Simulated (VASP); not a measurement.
Tl: single point with revPBE

Crystal: Tl.

```
Tl
1.0
     3.50658    0.00000    0.00000
    -1.75329    3.03679    0.00000
     0.00000    0.00000    5.46966
Tl
2
Direct
  0.33333 0.66667 0.25000
  0.66667 0.33333 0.75000
```

This cell differs from its parent crystal: volume scaled by 0.88.

- Program: VASP 6.6.1
- Task: single point
- Functional: revPBE
- Potentials or basis: VASP PAW PBE potentials, release 64 (Tl_d)
- Cutoff: 520 eV
- k mesh: 16 × 16 × 9
- Occupations: fermi-dirac, width 0.1 eV
- Spin: no spin polarisation
- Dipole correction: no
- Further INCAR settings: ALGO = Normal; EDIFF = 1e-07; NBANDS = 20

```yaml
Pressure: 3.8 GPa
Band_gap_on_the_k_mesh: zero (band 13 reaches 9.36 eV, above the bottom of band 14 at 4.55 eV)
```

Stress tensor (GPa, compression positive):
```
3.58 0.00 0.00
0.00 3.58 0.00
0.00 0.00 4.37
```

Levels at points of the mesh, in eV from the Fermi level:
| k point | band 11 | band 12 | band 13 | band 14 | band 15 | band 16 |
| --- | --- | --- | --- | --- | --- | --- |
| (0.00, 0.00, 0.00) | -9.93 | -4.90 | -2.69 | 7.56 | 7.56 | 9.67 |
| (0.50, 0.00, 0.00) | -5.88 | -4.75 | -0.60 | 0.69 | 1.35 | 3.64 |

It took 3.5 min on 1 thread of AMD EPYC 7R43 64-Core Processor (Zen 3), on a shared host, peak memory 0.24 GiB.

Caveat: the PAW data sets were made with another functional, which shifts forces and pressure a little; spin-orbit coupling is left out, which moves the levels of the heavy elements.
